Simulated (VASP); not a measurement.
Ti3Zn, 4 atoms in the cell. Symmetry: Pm-3m, No. 221, cubic system. The conventional cell has a = 4.004 Å, b = 4.004 Å, c = 4.004 Å, α = 90.00°, β = 90.00°, γ = 90.00°. Ti (site symmetry 4/mmm) has 8 Ti at 2.83 Å and 4 Zn at 2.83 Å within 3.7 Å. Within 3.7 Å of Zn (site symmetry m-3m) lie 12 Ti at 2.83 Å. 

| Quantity | Value |
| --- | --- |
| Program | VASP 6.6.1 |
| Task | single point |
| Functional | LDA |
| Potentials or basis | VASP PAW LDA potentials, release 64 (Ti_sv, Zn) |
| Cutoff | 520 eV |
| k mesh | 5 × 5 × 5 |
| Occupations | gaussian, width 0.05 eV |
| Spin | no spin polarisation |
| Dipole correction | no |
| Further INCAR settings | ALGO = Normal; EDIFF = 1e-06; NBANDS = 32 |

Potentials or basis: VASP PAW LDA potentials, release 64 (Ti_sv, Zn).

The run is started by

```sh
$ cat potpaw_LDA.64/Ti_sv/POTCAR potpaw_LDA.64/Zn/POTCAR > POTCAR
$ mpirun -np 1 vasp_std > vasp.out
```

Hardware: 1 thread of Intel(R) Xeon(R) Platinum 8488C (Sapphire Rapids), with other jobs on the host.

Question: How long does it take, and how much memory?

Answer: Wall time 17 s on 1 thread of Intel(R) Xeon(R) Platinum 8488C (Sapphire Rapids), with other jobs on the host, peak memory 0.15 GiB. Counts: scf iterations 14, k points 10.
